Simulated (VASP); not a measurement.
Write the native input for VASP 6.6.1 that does the following.

```yaml
Task: single point
Functional: PBEsol
Potentials_or_basis: VASP PAW PBE potentials, release 64 (Ti_sv)
Cutoff: 520 eV
k_mesh: 26 × 26 × 26
Occupations: gaussian, width 0.15 eV
Spin: no spin polarisation
Dipole_correction: no
Further_INCAR_settings: ALGO = Fast; EDIFF = 1e-07; NBANDS = 12
```

The structure of Ti lies in POSCAR:

```
Ti
1.0
   -1.6051160629      1.4446044566      1.6051160629
    1.6051160629     -1.4446044566      1.6051160629
    1.6051160629      1.4446044566     -1.6051160629
Ti
1
Direct
    0.0000000000      0.0000000000      0.0000000000
```

This cell differs from its parent crystal: strain -0.1000 x Voigt [0, 1, 0, 0, 0, 0].

The input as run:

INCAR

```
PREC = Accurate
ENCUT = 520
EDIFF = 1E-7
ISMEAR = 0
SIGMA = 0.15
LREAL = False
LASPH = True
NELM = 80
ALGO = Fast
ISIF = 2
LWAVE = False
LCHARG = False
GGA = PS
NBANDS = 12
```

KPOINTS

```
regular mesh
0
Gamma
  26 26 26
```

Potentials or basis: VASP PAW PBE potentials, release 64 (Ti_sv).

Command:

```bash
$ cat potpaw_PBE.64/Ti_sv/POTCAR > POTCAR
$ mpirun -np 1 vasp_std > vasp.out
```

Results of the run:

The pressure is 13.8 GPa and the band gap on the k mesh is zero (bands 6 and 7 overlap by 1.62 eV).

Caveat: the cell differs from its parent crystal (strain -0.1000 x Voigt [0, 1, 0, 0, 0, 0]); the cell stands under pressure; the PAW data sets were made with another functional, which shifts forces and pressure a little.

Run time: 9.9 min on 1 thread of Intel Xeon 8259CL, on a shared host, peak memory 0.34 GiB.
